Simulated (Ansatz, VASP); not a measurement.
W in VASP and in Ansatz

File INCAR:

```
  ALGO = Normal
  EDIFF = 1E-6
  ENCUT = 520
  GGA = PE
  ISIF = 2
  ISMEAR = 0
  LASPH = T
  LCHARG = F
  LREAL = F
  LWAVE = F
  NBANDS = 13
  NELM = 60
  PREC = Accurate
  SIGMA = 0.15
```

File KPOINTS:

```
k-points
0
Gamma
  20 20 20
```

File POSCAR:

```
W
1.0
   -1.5573675000      1.5573675000      1.5973000000
    1.5573675000     -1.5573675000      1.5973000000
    1.5573675000      1.5573675000     -1.5973000000
W
1
Direct
    0.0000000000      0.0000000000      0.0000000000
```

Input for Ansatz:

```yaml
crystal:
  lattice:
    - [-1.5573675, 1.5573675, 1.5973]
    - [1.5573675, -1.5573675, 1.5973]
    - [1.5573675, 1.5573675, -1.5973]
  atoms:
    - { symbol: W, position: [0.0, 0.0, 0.0] }
basis:
  ecutwfc: 420
kpoints:
  mp_grid: { grid: [20, 20, 20] }
hamiltonian:
  xc: pbe
scf:
  occupations: { method: gaussian, width: 0.15 }
output:
  forces: true
  stress: true
  eigenvalues: true
  write_density: true
  write_potential: true
  elf: true
  volumetric_format: npy
```

Change from the starting cell: strain -0.025 along x and y, +0.000 along z, atoms carried along.

Alike in both runs: task single point; functional PBE; k mesh 20 × 20 × 20; occupations gaussian, width 0.15 eV; no spin polarisation.

|  | VASP | Ansatz |
| --- | --- | --- |
| version | VASP 6.6.1 | Ansatz 0.2.0 |
| potentials or method | VASP PAW PBE potentials, release 64 (W_sv), cutoff 520 eV | scalar-relativistic, plane waves, PAW |
| valence electrons in the cell | 14 | 14 |

Ansatz gave:

| Property | Result |
| --- | --- |
| gap on the k mesh at the Fermi level (eV) | none |
| pressure (GPa) | 13.4 |
| traceless stress, the component that is largest in VASP (GPa) | -6.09 |

Q: Which values does VASP return?

A: gap on the k mesh at the Fermi level (eV): none; pressure (GPa): 14.1; traceless stress, the component that is largest in VASP (GPa): -6.10.

A gap of «none» marks a metal or a gap that the smearing closes. With one functional, cell and mesh, what is left measures potentials, basis and numerics.

Neither program's run includes spin-orbit coupling.
